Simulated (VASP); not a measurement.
Input of a VASP 6.6.1 run:

Contents of INCAR:

```
SYSTEM = MgO
ALGO = Normal
EDIFF = 1E-6
ENCUT = 520
ISIF = 2
ISMEAR = 0
LASPH = .TRUE.
LCHARG = .TRUE.
LELF = .TRUE.
LREAL = .FALSE.
LVHAR = .TRUE.
LWAVE = .FALSE.
NBANDS = 36
NELM = 100
PREC = Accurate
SIGMA = 0.05
```

File KPOINTS:

```
k-points
0
G
  9 9 2
  0 0 0
```

Contents of POSCAR:

```
MgO
1.0
    2.1351500000     -2.1351500000      0.0000000000
    2.1351500000      0.0000000000     -2.1351500000
   11.1386762114     11.1386762114     11.1386762114
Mg O
6 6
Direct
    0.6666666667      0.6666666667      0.0319479915
    0.0000000000      0.0000000000      0.6709078223
    0.3333333333      0.3333333333      0.1597399577
    0.6666666667      0.6666666667      0.4153238900
    0.0000000000      0.0000000000      0.2875319238
    0.3333333333      0.3333333333      0.5431158561
    0.6666666667      0.6666666667      0.2236359408
    0.0000000000      0.0000000000      0.0958439746
    0.3333333333      0.3333333333      0.3514279069
    0.6666666667      0.6666666667      0.6070118392
    1.0000000000      1.0000000000      0.4792198731
    0.3333333333      0.3333333333      0.7348038054
```

Potentials or basis: VASP PAW LDA potentials, release 64 (Mg, O).

Run with:

```sh
$ cat potpaw_LDA.64/Mg/POTCAR potpaw_LDA.64/O/POTCAR > POTCAR
$ mpirun -np 1 vasp_std > vasp.out
```

(1) Predict the pressure.

(2) Predict the largest force.

(3) Estimate the band gap on the k mesh.

Results:

(1) -9.5 GPa.

(2) 1.254 eV/Å.

(3) zero (bands 24 and 25 overlap by 0.44 eV).

Caveat: the cell differs from its parent crystal (the distance across one plane changed); the cell stands under tension; forces of over 1 eV/Å act on the atoms, so gaps and moduli don't describe the material at rest.
